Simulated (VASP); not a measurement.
Runs of VASP 6.6.1 on Al. The structure is that of space group Fm-3m (No. 225), or close to it. The cells are those of the table. 

| cell | gap on the mesh (eV) | pressure (GPa) |
| --- | --- | --- |
| a = 2.938, b = 2.938, c = 2.862 Å, angles 60.9, 60.9, 58.3°, 1 atom | none | -6.8 |
| a = 2.820, b = 2.820, c = 2.862 Å, angles 59.5, 59.5, 61.0°, 1 atom | none | -1.5 |
| a = 2.841, b = 2.841, c = 2.862 Å, angles 59.8, 59.8, 60.5°, 1 atom | none | (b) |
| a = 2.927, b = 2.927, c = 2.862 Å, angles 60.7, 60.7, 58.5°, 1 atom | none | (a) |
| a = 2.906, b = 2.906, c = 2.862 Å, angles 60.5, 60.5, 59.0°, 1 atom | none | -5.7 |

Alike in all rows: task single point; level PBE+D3(BJ); potentials or basis VASP PAW PBE potentials, release 64 (Al); no spin polarisation; k mesh 20 × 20 × 20; cutoff (eV) 520; smearing gaussian 0.15 eV.

Q: Estimate the missing entries.

A: (a) -6.4; (b) -2.7.

Caveats: pairwise dispersion overbinds metals, which lowers pressure and volume.

A gap of «none» marks levels without a gap at the run's occupations.
